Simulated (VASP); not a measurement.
# Sn (Fd-3m) in VASP: further runs

Aim: see how the results for Sn move with the level of theory and the settings. Levels: BLYP, LDA, revPBE. Tasks: single point.

Everything below comes from runs of VASP 6.6.1. Logs are shortened: lines on timing, memory, paths and dates and some standing lists are left out, and cuts for length are marked.

### Step 1. The cell of the first run

The structure is cubic, space group Fd-3m (No. 227). Conventional cell: a = 6.335 Å, b = 6.335 Å, c = 6.335 Å, α = 90.00°, β = 90.00°, γ = 90.00°. Sn (site symmetry -43m) has 4 Sn at 2.74 Å within 3.6 Å.

### Step 2. Single point, BLYP

Input file INCAR:

```
  PREC = Accurate
  ENCUT = 520
  EDIFF = 1E-7
  ISMEAR = -1
  SIGMA = 0.05
  LREAL = F
  LASPH = T
  NELM = 80
  ALGO = Normal
  ISIF = 2
  LWAVE = F
  LCHARG = F
  GGA = B5
  ALDAX = 1.0
  AGGAX = 1.0
  AGGAC = 1.0
  ALDAC = 0.0
  NBANDS = 21
```

Input file KPOINTS:

```
regular mesh
0
Gamma
  7 7 7
```

Input file POSCAR:

```
Sn
1.0
    0.0000000000      3.1673376916      3.1673376916
    3.1673376916      0.0000000000      3.1673376916
    3.1673376916      3.1673376916      0.0000000000
Sn
2
Direct
    0.7500000000      0.7500000000      0.7500000000
    0.5000000000      0.5000000000      0.5000000000
```

Potentials or basis: VASP PAW PBE potentials, release 64 (Sn_d).

Started as:

```sh
cat potpaw_PBE.64/Sn_d/POTCAR > POTCAR
mpirun -np 1 vasp_std > vasp.out
```

OUTCAR:

```text
PREC = Accurate
   ENCUT = 520
   EDIFF = 1E-7
   ISMEAR = -1
   LREAL = F
   LASPH = T
   NELM = 80
   ISIF = 2
   GGA = B5

 ion  position               nearest neighbor table
   1  0.750  0.750  0.750-   2 2.74   2 2.74   2 2.74   2 2.74
   2  0.500  0.500  0.500-   1 2.74   1 2.74   1 2.74   1 2.74

  LATTYP: Found a face centered cubic cell.
 ALAT       =     6.3346753832

  Lattice vectors:

 A1 = (   0.0000000000,   3.1673376916,   3.1673376916)
 A2 = (   3.1673376916,   0.0000000000,   3.1673376916)
 A3 = (   3.1673376916,   3.1673376916,   0.0000000000)

Analysis of symmetry for initial positions (statically):
=====================================================================
 Subroutine PRICEL returns:
 Original cell was already a primitive cell.

 Routine SETGRP: Setting up the symmetry group for a
 face centered cubic supercell.

 Subroutine GETGRP returns: Found 48 space group operations
 (whereof 24 operations were pure point group operations)
 out of a pool of 48 trial point group operations.

The static configuration has the point symmetry T_d .
 The point group associated with its full space group is O_h .

Analysis of symmetry for dynamics (positions and initial velocities):
=====================================================================
 Subroutine PRICEL returns:
 Original cell was already a primitive cell.

 Routine SETGRP: Setting up the symmetry group for a
 face centered cubic supercell.

 Subroutine GETGRP returns: Found 48 space group operations
 (whereof 24 operations were pure point group operations)
 out of a pool of 48 trial point group operations.

The dynamic configuration has the point symmetry T_d .
 The point group associated with its full space group is O_h .

 Subroutine INISYM returns: Found 48 space group operations
 (whereof 24 operations are pure point group operations),
 and found     1 'primitive' translations

----------------------------------------------------------------------------------------

                                     Primitive cell

  volume of cell :      63.5496

  direct lattice vectors                    reciprocal lattice vectors
     0.000000000  3.167337692  3.167337692    -0.157861286  0.157861286  0.157861286
     3.167337692  0.000000000  3.167337692     0.157861286 -0.157861286  0.157861286
     3.167337692  3.167337692  0.000000000     0.157861286  0.157861286 -0.157861286

  length of vectors
     4.479291920  4.479291920  4.479291920     0.273423767  0.273423767  0.273423767

  position of ions in fractional coordinates (direct lattice)
     0.750000000  0.750000000  0.750000000
     0.500000000  0.500000000  0.500000000

  ion indices of the primitive-cell ions
   primitive index   ion index
                 1           1
                 2           2

----------------------------------------------------------------------------------------

 KPOINTS: regular mesh

Automatic generation of k-mesh.
 Grid dimensions read from file:
 generate k-points for:    7    7    7

 Generating k-lattice:

  Cartesian coordinates                     Fractional coordinates (reciprocal lattice)
    -0.022551612  0.022551612  0.022551612     0.142857143  0.000000000  0.000000000
     0.022551612 -0.022551612  0.022551612     0.000000000  0.142857143  0.000000000
     0.022551612  0.022551612 -0.022551612     0.000000000  0.000000000  0.142857143

  Length of vectors
     0.039060538  0.039060538  0.039060538

  Shift w.r.t. Gamma in fractional coordinates (k-lattice)
     0.000000000  0.000000000  0.000000000

 Subroutine IBZKPT returns following result:
 ===========================================

 Found     20 irreducible k-points:

 Following reciprocal coordinates:
            Coordinates               Weight
  0.000000  0.000000  0.000000      1.000000
  0.142857  0.000000  0.000000      8.000000
  0.285714  0.000000  0.000000      8.000000
  0.428571  0.000000  0.000000      8.000000
  0.142857  0.142857  0.000000      6.000000
  0.285714  0.142857  0.000000     24.000000
[... 12 lines left out ...]
 -0.428571  0.428571  0.142857     24.000000
 -0.285714  0.428571  0.142857     24.000000
   k-points           NKPTS =     20   k-points in BZ     NKDIM =     20   number of bands    NBANDS=     21
   number of dos      NEDOS =    301   number of ions     NIONS =      2
   total plane-waves  NPLWV =  46656
   dimension x,y,z NGX =    36 NGY =   36 NGZ =   36
   dimension x,y,z NGXF=    72 NGYF=   72 NGZF=   72
   ions per type =               2
   NGX,Y,Z   is equivalent  to a cutoff of  13.36, 13.36, 13.36 a.u.
   NGXF,Y,Z  is equivalent  to a cutoff of  26.72, 26.72, 26.72 a.u.
 SYSTEM =  unknown system
   PREC   = accura    normal or accurate (medium, high low for compatibility)
   ISTART =      0    job   : 0-new  1-cont  2-samecut
   ICHARG =      2    charge: 1-file 2-atom 10-const
   ISPIN  =      1    spin polarized calculation?
   LNONCOLLINEAR =      F non collinear calculations
   LSORBIT =      F    spin-orbit coupling
   LASPH  =      T    aspherical Exc in radial PAW
   ENCUT  =  520.0 eV  38.22 Ry    6.18 a.u.   8.33  8.33  8.33*2*pi/ulx,y,z
   NELM   =     80;   NELMIN=  2; NELMDL= -5     # of ELM steps
   EDIFF  = 0.1E-06   stopping-criterion for ELM
   LREAL  =      F    real-space projection
   EDIFFG = 0.1E-05   stopping-criterion for IOM
   NSW    =      0    number of steps for IOM
   IBRION =     -1    ionic relax: 0-MD 1-quasi-New 2-CG
   NFREE  =      0    steps in history (QN), initial steepest desc. (CG)
   ISIF   =      2    stress and relaxation
   ISYM   =      2    0-nonsym 1-usesym 2-fastsym
   POTIM  = 0.5000    time-step for ionic-motion
   TEBEG  =    0.0;   TEEND  =   0.0 temperature during run
   PSTRESS=    0.0 pullay stress
   NELECT =      28.0000    total number of electrons
   NUPDOWN=      -1.0000    fix difference up-down
   EMIN   =  10.00;   EMAX   =-10.00  energy-range for DOS
   EFERMI =   0.00;   METHOD = LEGACY
   ISMEAR =    -1;   SIGMA  =   0.05  broadening in eV -4-tet -1-fermi 0-gaus
   EFERMI_NEDOS =   21; number of points for ismear=-14 and -15
   IALGO  =     38    algorithm
   IMIX   =      4    mixing-type and parameters
     AMIX     =   0.40;   BMIX     =  1.00
     AMIX_MAG =   1.60;   BMIX_MAG =  1.00
  volume/ion in A,a.u.               =      31.77       214.43
  Fermi-wavevector in a.u.,A,eV,Ry     =   1.245728  2.354084 21.114033  1.551838
  Thomas-Fermi vector in A             =   2.379937
   LORBIT       =      0    0 simple, 1 ext, 2 COOP (PROOUT), +10 PAW based schemes
   GGA     = B5    functional components
   LHFCALC =     F    Hartree Fock is set to
   AEXX    =    0.0000 exact exchange contribution
   IVDW    =     0    specifies the selected vdW correction
   LEPSILON=     F    determine dielectric tensor
   LRPA    =     F    only Hartree local field effects (RPA)
 non-spin polarized calculation
  energy-cutoff  :      520.00
  volume of cell :       63.55
 maximum number of plane-waves:      1729
 NGX is ok and might be reduce to    36
   NGX = 17   NGY = 17   NGZ = 17

 number of electron      28.0000001 magnetization

 Free energy of the ion-electron system (eV)
  ---------------------------------------------------
  ext. energy  EPLUGINS =         0.00000000
  ---------------------------------------------------
  free energy    TOTEN  =        -6.03090386 eV

  energy without entropy =       -6.02945170  energy(sigma->0) =       -6.03017778

 E-fermi :   6.9560     XC(G=0):  -8.6141

 val. band max:        6.6028129081   @ k =   0.0000   0.0000   0.0000
 cond. band min:       6.9839107941   @ k =   0.0000   0.0000   0.0000
 fundamental gap:      0.3810978860
 Fermi energy:         6.9560298633

 k-point     1 :       0.0000    0.0000    0.0000
  band No.  band energies     occupation
      1     -14.9259      2.00000
      2     -14.9259      2.00000
      3     -14.9259      2.00000
      4     -14.8523      2.00000
      5     -14.8523      2.00000
      6     -14.4775      2.00000
[... 13 lines left out ...]
     20      15.1750      0.00000
     21      15.1750      0.00000

 k-point     2 :       0.1429    0.0000    0.0000
  band No.  band energies     occupation
      1     -14.9421      2.00000
      2     -14.9421      2.00000
      3     -14.9204      2.00000
      4     -14.8290      2.00000
      5     -14.8290      2.00000
      6     -14.5038      2.00000
[... 13 lines left out ...]
     20      14.1280      0.00000
     21      14.1280      0.00000

 k-point     3 :       0.2857    0.0000    0.0000
  band No.  band energies     occupation
      1     -14.9610      2.00000
      2     -14.9610      2.00000
      3     -14.9075      2.00000
      4     -14.7961      2.00000
      5     -14.7961      2.00000
      6     -14.5301      2.00000
[... 13 lines left out ...]
     20      14.1582      0.00000
     21      14.1582      0.00000

 k-point     4 :       0.4286    0.0000    0.0000
  band No.  band energies     occupation
      1     -14.9690      2.00000
      2     -14.9690      2.00000
      3     -14.8967      2.00000
      4     -14.7799      2.00000
      5     -14.7799      2.00000
      6     -14.5407      2.00000
[... 13 lines left out ...]
     20      15.4753      0.00000
     21      15.4753      0.00000

 k-point     5 :       0.1429    0.1429    0.0000
  band No.  band energies     occupation
      1     -14.9392      2.00000
      2     -14.9392      2.00000
      3     -14.9372      2.00000
      4     -14.8322      2.00000
      5     -14.8035      2.00000
      6     -14.5522      2.00000
[... 13 lines left out ...]
     20      13.4843      0.00000
     21      15.4037      0.00000
[... 286 lines left out ...]
     20      15.5873      0.00000
     21      16.2998      0.00000

 k-point    18 :      -0.4286    0.2857    0.1429
  band No.  band energies     occupation
      1     -15.0069      2.00000
      2     -14.9891      2.00000
      3     -14.8359      2.00000
      4     -14.7423      2.00000
      5     -14.7030      2.00000
      6     -14.6480      2.00000
[... 13 lines left out ...]
     20      15.6890      0.00000
     21      16.3672      0.00000

 k-point    19 :      -0.4286    0.4286    0.1429
  band No.  band energies     occupation
      1     -15.0014      2.00000
      2     -14.9986      2.00000
      3     -14.8268      2.00000
      4     -14.7410      2.00000
      5     -14.6994      2.00000
      6     -14.6303      2.00000
[... 13 lines left out ...]
     20      16.3496      0.00000
     21      17.6399      0.00000

 k-point    20 :      -0.2857    0.4286    0.1429
  band No.  band energies     occupation
      1     -15.0154      2.00000
      2     -14.9997      2.00000
      3     -14.7974      2.00000
      4     -14.7136      2.00000
      5     -14.6872      2.00000
      6     -14.6471      2.00000
[... 13 lines left out ...]
     20      16.0038      0.00000
     21      17.9220      0.00000

------------------------ aborting loop because EDIFF is reached ----------------------------------------

  FORCE on cell =-STRESS in cart. coord.  units (eV):
  Direction    XX          YY          ZZ          XY          YZ          ZX
  --------------------------------------------------------------------------------------
  -------------------------------------------------------------------------------------
  Total        4.1951490      4.1951490      4.1951490     -0.0000000      0.0000000     -0.0000000
  in kB      105.7657052    105.7657052    105.7657052     -0.0000000      0.0000000     -0.0000000
  external PRESSURE =     105.7657052 kB  Pullay stress =       0.0000000 kB

 VOLUME and BASIS-vectors are now :
 -----------------------------------------------------------------------------
  energy-cutoff  :      520.00
  volume of cell :       63.55
      direct lattice vectors                 reciprocal lattice vectors
     0.000000000  3.167337692  3.167337692    -0.157861286  0.157861286  0.157861286
     3.167337692  0.000000000  3.167337692     0.157861286 -0.157861286  0.157861286
     3.167337692  3.167337692  0.000000000     0.157861286  0.157861286 -0.157861286

 POSITION                                       TOTAL-FORCE (eV/Angst)
 -----------------------------------------------------------------------------------
      4.75101      4.75101      4.75101         0.000000      0.000000      0.000000
      3.16734      3.16734      3.16734        -0.000000     -0.000000     -0.000000
 -----------------------------------------------------------------------------------
    total drift:                                0.000000      0.000000      0.000000

  FREE ENERGIE OF THE ION-ELECTRON SYSTEM (eV)
  ---------------------------------------------------
  free  energy   TOTEN  =        -6.0309038555 eV

  energy  without entropy=       -6.0294517003  energy(sigma->0) =       -6.03017778
```

Wall time 26 s (1 thread of Intel Xeon 6975P-C (Granite Rapids), shared host); peak memory 0.2 GiB.

Results:

* Free energy: -6.0309 eV
* Pressure: 10.6 GPa
* Band gap on the k mesh: zero (filled and empty bands touch)

Caveat: the PAW data sets were made with another functional, which shifts forces and pressure a little; spin-orbit coupling is left out, which moves the levels of the heavy elements.

### Step 3. Single point, BLYP

This run uses another cell than the first one, of 32.45 Å³/atom, 1.021 times its volume.

Input file INCAR:

```
  AGGAC = 1.0
  AGGAX = 1.0
  ALDAC = 0.0
  ALDAX = 1.0
  ALGO = Normal
  EDIFF = 1E-6
  ENCUT = 520
  GGA = B5
  ISIF = 2
  ISMEAR = -1
  LASPH = T
  LCHARG = F
  LREAL = F
  LWAVE = F
  NBANDS = 21
  NELM = 60
  PREC = Accurate
  SIGMA = 0.05
```

Input file KPOINTS:

```
k-points
0
Gamma
  7 7 7
```

Input file POSCAR:

```
Sn
1.0
    0.0000000000      3.1896436215      3.1896436215
    3.1896436215      0.0000000000      3.1896436215
    3.1896436215      3.1896436215      0.0000000000
Sn
2
Direct
    0.7500000000      0.7500000000      0.7500000000
    0.5000000000      0.5000000000      0.5000000000
```

Potentials or basis: VASP PAW PBE potentials, release 64 (Sn_d).

Started as:

```sh
cat potpaw_PBE.64/Sn_d/POTCAR > POTCAR
mpirun -np 1 vasp_std > vasp.out
```

Run time: 18 s. Hardware: 1 thread of Intel Xeon 6975P-C (Granite Rapids), shared host; peak memory 0.2 GiB.

The run converged. Its results:

| Quantity | Value |
| --- | --- |
| Free energy | -6.1144 eV |
| Pressure | 9.1 GPa |
| Band gap on the k mesh | zero (filled and empty bands touch) |

Levels at points of the mesh, in eV from the Fermi level:
```
           k point  band 10  band 11  band 12  band 13  band 14  band 15  band 16  band 17  band 18  band 19
(0.00, 0.00, 0.00)   -21.36   -11.02    -0.48     0.05     0.05     0.05     2.14     2.14     2.14     5.29
```

Caveat: the PAW data sets were made with another functional, which shifts forces and pressure a little; spin-orbit coupling is left out, which moves the levels of the heavy elements.

### Step 4. Single point, LDA

This run uses another cell than the first one, of 33.80 Å³/atom, 1.064 times its volume.

Input file INCAR:

```
SYSTEM = Sn
PREC = Accurate
ENCUT = 520
EDIFF = 1E-6
ISMEAR = -1
SIGMA = 0.05
LREAL = .FALSE.
LASPH = .TRUE.
NELM = 100
ALGO = Normal
ISIF = 2
LWAVE = .FALSE.
LCHARG = .FALSE.
NBANDS = 21
```

Input file KPOINTS:

```
regular mesh
0
G
  7 7 7
  0 0 0
```

Input file POSCAR:

```
Sn
1.0
    0.0000000000      3.2333428000      3.2333428000
    3.2333428000      0.0000000000      3.2333428000
    3.2333428000      3.2333428000      0.0000000000
Sn
2
Direct
    0.7500000000      0.7500000000      0.7500000000
    0.5000000000      0.5000000000      0.5000000000
```

Potentials or basis: VASP PAW LDA potentials, release 64 (Sn_d).

Started as:

```sh
cat potpaw_LDA.64/Sn_d/POTCAR > POTCAR
mpirun -np 1 vasp_std > vasp.out
```

Run time: 9.2 s. Hardware: 1 thread of Intel Xeon 6975P-C (Granite Rapids), shared host; peak memory 0.17 GiB.

It converged, with:

| Item | Value |
| --- | --- |
| Free energy | -8.9255 eV |
| Pressure | 0.2 GPa |
| Band gap on the k mesh | zero (band 14 reaches 5.57 eV, above the bottom of band 15 at 5.43 eV) |

Levels at points of the mesh, in eV from the Fermi level:
| k point | band 12 | band 13 | band 14 | band 15 | band 16 | band 17 |
| --- | --- | --- | --- | --- | --- | --- |
| (0.00, 0.00, 0.00) | -0.63 | 0.18 | 0.18 | 0.18 | 2.24 | 2.24 |

Caveat: spin-orbit coupling is left out, which moves the levels of the heavy elements.

### Step 5. Single point, revPBE

This run uses another cell than the first one, of 33.80 Å³/atom, 1.064 times its volume.

Input file INCAR:

```
ALGO = Normal ; EDIFF = 1E-7
ENCUT = 520 ; GGA = RE
ISIF = 2 ; ISMEAR = -1
LASPH = T ; LCHARG = F
LREAL = F ; LWAVE = F
NBANDS = 21 ; NELM = 100
PREC = Accurate ; SIGMA = 0.05
```

Input file KPOINTS:

```
k-points
0
Gamma
  7 7 7
```

POSCAR is that of step 4.

Potentials or basis: VASP PAW PBE potentials, release 64 (Sn_d).

Started as:

```sh
cat potpaw_PBE.64/Sn_d/POTCAR > POTCAR
mpirun -np 1 vasp_std > vasp.out
```

Wall time 12 s (1 thread of Intel Xeon 6975P-C (Granite Rapids), shared host); peak memory 0.2 GiB.

The run converged. Its results:

| Item | Value |
| --- | --- |
| Free energy | -7.0119 eV |
| Pressure | 4.8 GPa |
| Band gap on the k mesh | zero (filled and empty bands touch) |

Levels at points of the mesh, in eV from the Fermi level:
| k point | band 12 | band 13 | band 14 | band 15 | band 16 | band 17 |
| --- | --- | --- | --- | --- | --- | --- |
| (0.00, 0.00, 0.00) | -0.52 | 0.07 | 0.07 | 0.07 | 2.15 | 2.15 |

Caveat: the PAW data sets were made with another functional, which shifts forces and pressure a little; spin-orbit coupling is left out, which moves the levels of the heavy elements.

### Step 6. The runs side by side

```csv
level,potentials or basis,cell,gap on the mesh (eV),pressure (GPa)
BLYP,"VASP PAW PBE potentials, release 64 (Sn_d)","a = 4.479 Å, angles 60.0°, 2 atoms",none,10.6
BLYP,"VASP PAW PBE potentials, release 64 (Sn_d)","a = 4.511 Å, angles 60.0°, 2 atoms",none,9.1
LDA,"VASP PAW LDA potentials, release 64 (Sn_d)","a = 4.573 Å, angles 60.0°, 2 atoms",none,0.2
revPBE,"VASP PAW PBE potentials, release 64 (Sn_d)","a = 4.573 Å, angles 60.0°, 2 atoms",none,4.8
```

Alike in all rows: task single point; no spin polarisation; k mesh 7 × 7 × 7; cutoff (eV) 520; smearing fermi-dirac 0.05 eV.

Caveats: spin-orbit coupling is left out, which moves the levels of the heavy elements; the PAW data sets were made with another functional, which shifts forces and pressure a little (some runs).

Absolute energies hang on the potentials; compare differences alone.
